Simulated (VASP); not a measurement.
# K (Fm-3m) in VASP: further runs

Runs on K. Level: LDA. Tasks: single point.

Program: VASP 6.6.1. These are calculated values, not measurements. Logs are shortened: lines on timing, memory, paths and dates and some standing lists are left out, and cuts for length are marked.

### 1 The cell of the first run

Symmetry: Fm-3m, No. 225, cubic system. Conventional cell: a = 6.287 Å, b = 6.287 Å, c = 6.287 Å, α = 90.00°, β = 90.00°, γ = 90.00°. K (site symmetry m-3m) has 12 K at 4.45 Å within 5.8 Å.

This isn't the form of K at room conditions, which is bcc.

### 2 Single point, LDA (62.12 Å³/atom)

File INCAR:

```
SYSTEM = K
PREC = Accurate
ENCUT = 520
EDIFF = 1E-6
ISMEAR = -1
SIGMA = 0.1
LREAL = .False.
LASPH = .True.
NELM = 60
ALGO = Normal
ISIF = 2
LWAVE = .False.
LCHARG = .False.
NBANDS = 10
```

File KPOINTS:

```
regular mesh
0
Gamma
  10 10 10
  0 0 0
```

File POSCAR:

```
K
1.0
    0.0000000000      3.1433239472      3.1433239472
    3.1433239472      0.0000000000      3.1433239472
    3.1433239472      3.1433239472      0.0000000000
K
1
Direct
    0.0000000000      0.0000000000      0.0000000000
```

Potentials or basis: VASP PAW LDA potentials, release 64 (K_sv).

Launch:

```sh
$ cat potpaw_LDA.64/K_sv/POTCAR > POTCAR
$ mpirun -np 1 vasp_std > vasp.out
```

OUTCAR:

```text
SYSTEM = K
   PREC = Accurate
   ENCUT = 520
   EDIFF = 1E-6
   ISMEAR = -1
   LREAL = .False.
   LASPH = .True.
   NELM = 60
   ISIF = 2

 ion  position               nearest neighbor table
   1  0.000  0.000  0.000-

  LATTYP: Found a face centered cubic cell.
 ALAT       =     6.2866478944

  Lattice vectors:

 A1 = (   0.0000000000,   3.1433239472,   3.1433239472)
 A2 = (   3.1433239472,   0.0000000000,   3.1433239472)
 A3 = (   3.1433239472,   3.1433239472,   0.0000000000)

Analysis of symmetry for initial positions (statically):
=====================================================================
 Subroutine PRICEL returns:
 Original cell was already a primitive cell.

 Routine SETGRP: Setting up the symmetry group for a
 face centered cubic supercell.

 Subroutine GETGRP returns: Found 48 space group operations
 (whereof 48 operations were pure point group operations)
 out of a pool of 48 trial point group operations.

The static configuration has the point symmetry O_h .

Analysis of symmetry for dynamics (positions and initial velocities):
=====================================================================
 Subroutine PRICEL returns:
 Original cell was already a primitive cell.

 Routine SETGRP: Setting up the symmetry group for a
 face centered cubic supercell.

 Subroutine GETGRP returns: Found 48 space group operations
 (whereof 48 operations were pure point group operations)
 out of a pool of 48 trial point group operations.

The dynamic configuration has the point symmetry O_h .

 Subroutine INISYM returns: Found 48 space group operations
 (whereof 48 operations are pure point group operations),
 and found     1 'primitive' translations

----------------------------------------------------------------------------------------

                                     Primitive cell

  volume of cell :      62.1151

  direct lattice vectors                    reciprocal lattice vectors
     0.000000000  3.143323947  3.143323947    -0.159067283  0.159067283  0.159067283
     3.143323947  0.000000000  3.143323947     0.159067283 -0.159067283  0.159067283
     3.143323947  3.143323947  0.000000000     0.159067283  0.159067283 -0.159067283

  length of vectors
     4.445331357  4.445331357  4.445331357     0.275512616  0.275512616  0.275512616

  position of ions in fractional coordinates (direct lattice)
     0.000000000  0.000000000  0.000000000

  ion indices of the primitive-cell ions
   primitive index   ion index
                 1           1

----------------------------------------------------------------------------------------

 KPOINTS: regular mesh

Automatic generation of k-mesh.
 Grid dimensions read from file:
 generate k-points for:   10   10   10

 Generating k-lattice:

  Cartesian coordinates                     Fractional coordinates (reciprocal lattice)
    -0.015906728  0.015906728  0.015906728     0.100000000  0.000000000  0.000000000
     0.015906728 -0.015906728  0.015906728     0.000000000  0.100000000  0.000000000
     0.015906728  0.015906728 -0.015906728     0.000000000  0.000000000  0.100000000

  Length of vectors
     0.027551262  0.027551262  0.027551262

  Shift w.r.t. Gamma in fractional coordinates (k-lattice)
     0.000000000  0.000000000  0.000000000

 Subroutine IBZKPT returns following result:
 ===========================================

 Found     47 irreducible k-points:

 Following reciprocal coordinates:
            Coordinates               Weight
  0.000000  0.000000  0.000000      1.000000
  0.100000  0.000000  0.000000      8.000000
  0.200000  0.000000  0.000000      8.000000
  0.300000  0.000000  0.000000      8.000000
  0.400000  0.000000  0.000000      8.000000
  0.500000  0.000000  0.000000      4.000000
[... 16 lines left out ...]
  0.300000  0.300000  0.000000      6.000000
  0.400000  0.300000  0.000000     24.000000
 [... further k-points ...]
   k-points           NKPTS =     47   k-points in BZ     NKDIM =     47   number of bands    NBANDS=     10
   number of dos      NEDOS =    301   number of ions     NIONS =      1
   total plane-waves  NPLWV =  46656
   dimension x,y,z NGX =    36 NGY =   36 NGZ =   36
   dimension x,y,z NGXF=    72 NGYF=   72 NGZF=   72
   ions per type =               1
   NGX,Y,Z   is equivalent  to a cutoff of  13.46, 13.46, 13.46 a.u.
   NGXF,Y,Z  is equivalent  to a cutoff of  26.93, 26.93, 26.93 a.u.
 SYSTEM =  K
   PREC   = accura    normal or accurate (medium, high low for compatibility)
   ISTART =      0    job   : 0-new  1-cont  2-samecut
   ICHARG =      2    charge: 1-file 2-atom 10-const
   ISPIN  =      1    spin polarized calculation?
   LNONCOLLINEAR =      F non collinear calculations
   LSORBIT =      F    spin-orbit coupling
   LASPH  =      T    aspherical Exc in radial PAW
   ENCUT  =  520.0 eV  38.22 Ry    6.18 a.u.   8.27  8.27  8.27*2*pi/ulx,y,z
   NELM   =     60;   NELMIN=  2; NELMDL= -5     # of ELM steps
   EDIFF  = 0.1E-05   stopping-criterion for ELM
   LREAL  =      F    real-space projection
[... 7 lines left out ...]
   TEBEG  =    0.0;   TEEND  =   0.0 temperature during run
   PSTRESS=    0.0 pullay stress
   NELECT =       9.0000    total number of electrons
   NUPDOWN=      -1.0000    fix difference up-down
   EMIN   =  10.00;   EMAX   =-10.00  energy-range for DOS
   EFERMI =   0.00;   METHOD = LEGACY
   ISMEAR =    -1;   SIGMA  =   0.10  broadening in eV -4-tet -1-fermi 0-gaus
   EFERMI_NEDOS =   21; number of points for ismear=-14 and -15
   IALGO  =     38    algorithm
   IMIX   =      4    mixing-type and parameters
     AMIX     =   0.40;   BMIX     =  1.00
     AMIX_MAG =   1.60;   BMIX_MAG =  1.00
  volume/ion in A,a.u.               =      62.12       419.17
  Fermi-wavevector in a.u.,A,eV,Ry     =   0.859851  1.624883 10.059382  0.739344
  Thomas-Fermi vector in A             =   1.977268
   LORBIT       =      0    0 simple, 1 ext, 2 COOP (PROOUT), +10 PAW based schemes
   GGA     = CA    functional components
   LHFCALC =     F    Hartree Fock is set to
   AEXX    =    0.0000 exact exchange contribution
   IVDW    =     0    specifies the selected vdW correction
   LEPSILON=     F    determine dielectric tensor
   LRPA    =     F    only Hartree local field effects (RPA)
 non-spin polarized calculation
  energy-cutoff  :      520.00
  volume of cell :       62.12
 maximum number of plane-waves:      1695
 NGX is ok and might be reduce to    36
   NGX = 17   NGY = 17   NGZ = 17

 number of electron       9.0000000 magnetization

 Free energy of the ion-electron system (eV)
  ---------------------------------------------------
  ext. energy  EPLUGINS =         0.00000000
  ---------------------------------------------------
  free energy    TOTEN  =        -1.17642274 eV

  energy without entropy =       -1.15251661  energy(sigma->0) =       -1.16446968

 E-fermi :   0.0665     XC(G=0):  -6.3214

 val. band max:        0.0294212106   @ k =   0.5000   0.3000   0.1000
 cond. band min:       0.1629248762   @ k =   0.4000   0.4000   0.0000
 fundamental gap:      0.1335036657
 Fermi energy:         0.0665215964

 k-point     1 :       0.0000    0.0000    0.0000
  band No.  band energies     occupation
      1     -31.6406      2.00000
      2     -15.3045      2.00000
      3     -15.3045      2.00000
      4     -15.3045      2.00000
      5      -2.3352      2.00000
      6       4.3170      0.00000
      7       4.3170      0.00000
      8       4.3170      0.00000
      9       5.6779      0.00000
     10       5.6779      0.00000

 k-point     2 :       0.1000    0.0000    0.0000
  band No.  band energies     occupation
      1     -31.6397      2.00000
      2     -15.3168      2.00000
      3     -15.3061      2.00000
      4     -15.3061      2.00000
      5      -2.1991      2.00000
      6       4.0036      0.00000
      7       4.3721      0.00000
      8       4.3721      0.00000
      9       5.5725      0.00000
     10       5.5725      0.00000

 k-point     3 :       0.2000    0.0000    0.0000
  band No.  band energies     occupation
      1     -31.6375      2.00000
      2     -15.3486      2.00000
      3     -15.3103      2.00000
      4     -15.3103      2.00000
      5      -1.8024      2.00000
      6       3.2984      0.00000
      7       4.4357      0.00000
      8       4.4357      0.00000
      9       5.4817      0.00000
     10       5.4817      0.00000

 k-point     4 :       0.3000    0.0000    0.0000
  band No.  band energies     occupation
      1     -31.6347      2.00000
      2     -15.3874      2.00000
      3     -15.3155      2.00000
      4     -15.3155      2.00000
      5      -1.1786      1.99999
      6       2.4460      0.00000
      7       4.3260      0.00000
      8       4.3260      0.00000
      9       5.7481      0.00000
     10       5.7481      0.00000
[... 222 lines left out ...]
 k-point    22 :      -0.2000    0.2000    0.0000
  band No.  band energies     occupation
      1     -31.6338      2.00000
      2     -15.3813      2.00000
      3     -15.3391      2.00000
      4     -15.3149      2.00000
      5      -0.9717      1.99994
      6       2.6952      0.00000
      7       3.4168      0.00000
      8       4.6875      0.00000
      9       5.0870      0.00000
     10       6.3155      0.00000

 k-point    23 :       0.3000    0.3000    0.0000
  band No.  band energies     occupation
      1     -31.6328      2.00000
      2     -15.3835      2.00000
      3     -15.3341      2.00000
      4     -15.3341      2.00000
      5      -0.8193      1.99972
      6       2.8005      0.00000
      7       3.3138      0.00000
      8       4.8263      0.00000
      9       4.8263      0.00000
     10       6.2245      0.00000

 k-point    24 :       0.4000    0.3000    0.0000
  band No.  band energies     occupation
      1     -31.6310      2.00000
      2     -15.4000      2.00000
      3     -15.3431      2.00000
      4     -15.3392      2.00000
      5      -0.2632      1.92864
      6       2.4874      0.00000
      7       2.8381      0.00000
      8       4.9147      0.00000
      9       5.0686      0.00000
     10       6.4667      0.00000

 [... further k-points ...]
[... 5 lines left out ...]
  --------------------------------------------------------------------------------------
  -------------------------------------------------------------------------------------
  Total        0.0615645      0.0615645      0.0615645     -0.0000000      0.0000000     -0.0000000
  in kB        1.5879757      1.5879757      1.5879757     -0.0000000      0.0000000     -0.0000000
  external PRESSURE =       1.5879757 kB  Pullay stress =       0.0000000 kB

 VOLUME and BASIS-vectors are now :
 -----------------------------------------------------------------------------
  energy-cutoff  :      520.00
  volume of cell :       62.12
      direct lattice vectors                 reciprocal lattice vectors
     0.000000000  3.143323947  3.143323947    -0.159067283  0.159067283  0.159067283
     3.143323947  0.000000000  3.143323947     0.159067283 -0.159067283  0.159067283
     3.143323947  3.143323947  0.000000000     0.159067283  0.159067283 -0.159067283

 POSITION                                       TOTAL-FORCE (eV/Angst)
 -----------------------------------------------------------------------------------
      0.00000      0.00000      0.00000         0.000000      0.000000      0.000000
 -----------------------------------------------------------------------------------
    total drift:                               -0.000000      0.000000      0.000000

  FREE ENERGIE OF THE ION-ELECTRON SYSTEM (eV)
  ---------------------------------------------------
  free  energy   TOTEN  =        -1.1764227421 eV

  energy  without entropy=       -1.1525166120  energy(sigma->0) =       -1.16446968
```

It took 36 s on 1 thread of Intel Xeon 8259CL, shared host; peak memory 0.18 GiB.

Results:

```yaml
Free_energy: -1.1764 eV
Pressure: 0.2 GPa
Band_gap_on_the_k_mesh: zero (an odd number of electrons rules out a gap without spin polarisation)
```

Levels at points of the mesh, in eV from the Fermi level:
| k point | band 1 | band 2 | band 3 | band 4 | band 5 | band 6 | band 7 | band 8 | band 9 | band 10 |
| --- | --- | --- | --- | --- | --- | --- | --- | --- | --- | --- |
| (0.00, 0.00, 0.00) | -31.71 | -15.37 | -15.37 | -15.37 | -2.40 | 4.25 | 4.25 | 4.25 | 5.61 | 5.61 |
| (0.50, 0.00, 0.00) | -31.70 | -15.50 | -15.39 | -15.39 | 0.28 | 0.70 | 4.03 | 4.03 | 6.50 | 6.59 |
| (0.50, 0.50, 0.00) | -31.70 | -15.49 | -15.42 | -15.42 | 0.84 | 1.63 | 2.25 | 5.54 | 5.54 | 6.45 |

### 3 Single point, LDA (64.70 Å³/atom)

This run uses another cell than the first one, of 64.70 Å³/atom.

File INCAR:

```
PREC = Accurate
ENCUT = 520
EDIFF = 1E-7
ISMEAR = -1
SIGMA = 0.1
LREAL = False
LASPH = True
NELM = 80
ALGO = Normal
ISIF = 2
LWAVE = False
LCHARG = False
NBANDS = 10
```

File KPOINTS:

```
Automatic mesh
0
Gamma
  10 10 10
```

File POSCAR:

```
K
1.0
    0.0000000000      3.1863885308      3.1863885308
    3.1863885308      0.0000000000      3.1863885308
    3.1863885308      3.1863885308      0.0000000000
K
1
Direct
    0.0000000000      0.0000000000      0.0000000000
```

Potentials or basis: VASP PAW LDA potentials, release 64 (K_sv).

Launch:

```sh
$ cat potpaw_LDA.64/K_sv/POTCAR > POTCAR
$ mpirun -np 1 vasp_std > vasp.out
```

OUTCAR:

```text
PREC = Accurate
   ENCUT = 520
   EDIFF = 1E-7
   ISMEAR = -1
   LREAL = False
   LASPH = True
   NELM = 80
   ISIF = 2

 ion  position               nearest neighbor table
   1  0.000  0.000  0.000-

  LATTYP: Found a face centered cubic cell.
 ALAT       =     6.3727770616

  Lattice vectors:

 A1 = (   0.0000000000,   3.1863885308,   3.1863885308)
 A2 = (   3.1863885308,   0.0000000000,   3.1863885308)
 A3 = (   3.1863885308,   3.1863885308,   0.0000000000)

Analysis of symmetry for initial positions (statically):
=====================================================================
 Subroutine PRICEL returns:
 Original cell was already a primitive cell.

 Routine SETGRP: Setting up the symmetry group for a
 face centered cubic supercell.

 Subroutine GETGRP returns: Found 48 space group operations
 (whereof 48 operations were pure point group operations)
 out of a pool of 48 trial point group operations.

The static configuration has the point symmetry O_h .

Analysis of symmetry for dynamics (positions and initial velocities):
=====================================================================
 Subroutine PRICEL returns:
 Original cell was already a primitive cell.

 Routine SETGRP: Setting up the symmetry group for a
 face centered cubic supercell.

 Subroutine GETGRP returns: Found 48 space group operations
 (whereof 48 operations were pure point group operations)
 out of a pool of 48 trial point group operations.

The dynamic configuration has the point symmetry O_h .

 Subroutine INISYM returns: Found 48 space group operations
 (whereof 48 operations are pure point group operations),
 and found     1 'primitive' translations

----------------------------------------------------------------------------------------

                                     Primitive cell

  volume of cell :      64.7033

[... 103 lines left out ...]
   IALGO  =     38    algorithm
   IMIX   =      4    mixing-type and parameters
     AMIX     =   0.40;   BMIX     =  1.00
     AMIX_MAG =   1.60;   BMIX_MAG =  1.00
  volume/ion in A,a.u.               =      64.70       436.64
  Fermi-wavevector in a.u.,A,eV,Ry     =   0.848230  1.602922  9.789311  0.719494
  Thomas-Fermi vector in A             =   1.963861
   LORBIT       =      0    0 simple, 1 ext, 2 COOP (PROOUT), +10 PAW based schemes
   GGA     = CA    functional components
   LHFCALC =     F    Hartree Fock is set to
   AEXX    =    0.0000 exact exchange contribution
   IVDW    =     0    specifies the selected vdW correction
   LEPSILON=     F    determine dielectric tensor
   LRPA    =     F    only Hartree local field effects (RPA)
 non-spin polarized calculation
  energy-cutoff  :      520.00
  volume of cell :       64.70
 maximum number of plane-waves:      1807
 NGX is ok and might be reduce to    36
   NGX = 17   NGY = 17   NGZ = 17

 number of electron       9.0000000 magnetization

 Free energy of the ion-electron system (eV)
  ---------------------------------------------------
  ext. energy  EPLUGINS =         0.00000000
  ---------------------------------------------------
  free energy    TOTEN  =        -1.17767158 eV

  energy without entropy =       -1.15349226  energy(sigma->0) =       -1.16558192

 E-fermi :  -0.0343     XC(G=0):  -6.2086

 val. band max:       -0.0718954029   @ k =   0.5000   0.3000   0.1000
 cond. band min:       0.0655256144   @ k =   0.4000   0.4000   0.0000
 fundamental gap:      0.1374210172
 Fermi energy:        -0.0342687579

 k-point     1 :       0.0000    0.0000    0.0000
  band No.  band energies     occupation
      1     -31.7607      2.00000
      2     -15.4299      2.00000
      3     -15.4299      2.00000
      4     -15.4299      2.00000
      5      -2.3742      2.00000
      6       4.1833      0.00000
      7       4.1833      0.00000
      8       4.1833      0.00000
      9       5.5072      0.00000
     10       5.5072      0.00000
[... 287 lines left out ...]
 k-point    24 :       0.4000    0.3000    0.0000
  band No.  band energies     occupation
      1     -31.7528      2.00000
      2     -15.5129      2.00000
      3     -15.4636      2.00000
      4     -15.4602      2.00000
      5      -0.3575      1.92406
      6       2.3891      0.00000
      7       2.7195      0.00000
      8       4.7263      0.00000
      9       4.8603      0.00000
     10       6.2696      0.00000

 [... further k-points ...]
[... 5 lines left out ...]
  --------------------------------------------------------------------------------------
  -------------------------------------------------------------------------------------
  Total       -0.0128753     -0.0128753     -0.0128753     -0.0000000     -0.0000000      0.0000000
  in kB       -0.3188161     -0.3188161     -0.3188161     -0.0000000     -0.0000000      0.0000000
  external PRESSURE =      -0.3188161 kB  Pullay stress =       0.0000000 kB

 VOLUME and BASIS-vectors are now :
 -----------------------------------------------------------------------------
  energy-cutoff  :      520.00
  volume of cell :       64.70
      direct lattice vectors                 reciprocal lattice vectors
     0.000000000  3.186388531  3.186388531    -0.156917462  0.156917462  0.156917462
     3.186388531  0.000000000  3.186388531     0.156917462 -0.156917462  0.156917462
     3.186388531  3.186388531  0.000000000     0.156917462  0.156917462 -0.156917462

 POSITION                                       TOTAL-FORCE (eV/Angst)
 -----------------------------------------------------------------------------------
      0.00000      0.00000      0.00000         0.000000      0.000000      0.000000
 -----------------------------------------------------------------------------------
    total drift:                               -0.000000      0.000000      0.000000

  FREE ENERGIE OF THE ION-ELECTRON SYSTEM (eV)
  ---------------------------------------------------
  free  energy   TOTEN  =        -1.1776715826 eV

  energy  without entropy=       -1.1534922564  energy(sigma->0) =       -1.16558192
```

stdout:

```text
POSCAR found type information on POSCAR K
 POSCAR found :  1 types and       1 ions
 scaLAPACK will be used
 LDA part: xc-table for (Slater(with rela. corr.)+CA(PZ))
 , standard interpolation
 POSCAR, INCAR and KPOINTS ok, starting setup
 FFT: planning ... GRIDC
 FFT: planning ... GRID_SOFT
 FFT: planning ... GRID
 WAVECAR not read
 entering main loop
```

Run time: 36 s. Hardware: 1 thread of Intel Xeon 8259CL, shared host; peak memory 0.18 GiB.

Results:

```yaml
Free_energy: -1.1777 eV
Pressure: 0.0 GPa
Band_gap_on_the_k_mesh: zero (an odd number of electrons rules out a gap without spin polarisation)
```

The gap in the log of VASP goes by the Fermi energy; the results here count the filled bands.